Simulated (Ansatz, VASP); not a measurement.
# TiO2: VASP beside Ansatz

INCAR

```
SYSTEM = TiO2
PREC = Accurate
ENCUT = 520
EDIFF = 1E-7
ISMEAR = 0
SIGMA = 0.02
LREAL = .FALSE.
LASPH = .TRUE.
NELM = 80
ALGO = Normal
ISIF = 2
LWAVE = .FALSE.
LCHARG = .FALSE.
GGA = PE
NBANDS = 33
```

The input KPOINTS:

```
regular mesh
0
G
  6 6 10
  0 0 0
```

The input POSCAR:

```
TiO2
1.0
    4.6432750097      0.0000000000      0.0000000000
    0.0000000000      4.6432750097      0.0000000000
    0.0000000000      0.0000000000      2.9638820252
Ti O
2 4
Direct
    0.0000000000      0.0000000000      0.0000000000
    0.5000000000      0.5000000000      0.5000000000
    0.3051282523      0.3051282523      0.0000000000
    0.1948717477      0.8051282523      0.5000000000
    0.6948717477      0.6948717477      0.0000000000
    0.8051282523      0.1948717477      0.5000000000
```

Input for Ansatz:

```yaml
crystal:
  lattice:
    - [4.6432750084, 0.0, 0.0]
    - [0.0, 4.6432750084, 0.0]
    - [0.0, 0.0, 2.9638820255]
  atoms:
    - { symbol: Ti, position: [0.0, 0.0, 0.0] }
    - { symbol: Ti, position: [0.5, 0.5, 0.5] }
    - { symbol: O, position: [0.3051282535, 0.3051282535, 0.0] }
    - { symbol: O, position: [0.1948717465, 0.8051282535, 0.5] }
    - { symbol: O, position: [0.6948717465, 0.6948717465, 0.0] }
    - { symbol: O, position: [0.8051282535, 0.1948717465, 0.5] }
basis:
  ecutwfc: 420
kpoints:
  mp_grid: { grid: [6, 6, 10] }
hamiltonian:
  xc: pbe
scf:
  occupations: { method: gaussian, width: 0.02 }
  n_extra_bands: 24
output:
  forces: false
  stress: false
  eigenvalues: true
  optics: { e_range: [0, 14], sigma: 0.1, nscf_kmesh: { grid: [9, 9, 15] } }
checkpoint:
  read: start.run
  write: ck
  compress: false
  write_wavefunctions: false
  write_every: 100000
```

Alike in both runs: task single point; functional PBE; k mesh 6 × 6 × 10; occupations gaussian, width 0.02 eV; no spin polarisation.

```csv
,VASP,Ansatz
version,VASP 6.6.1,Ansatz 0.2.0
potentials or method,"VASP PAW PBE potentials, release 64 (Ti_sv, O), cutoff 520 eV","scalar-relativistic, plane waves, PAW"
valence electrons in the cell,48,48
```

|  | VASP | Ansatz | Ansatz less VASP |
| --- | --- | --- | --- |
| gap on the k mesh at the Fermi level (eV) | 1.84 | 1.86 | +0.024 |
| least direct gap on the mesh (eV) | 1.84 | 1.86 | +0.024 |

The functional is the same, so the differences come from potentials, cutoffs and numerics.
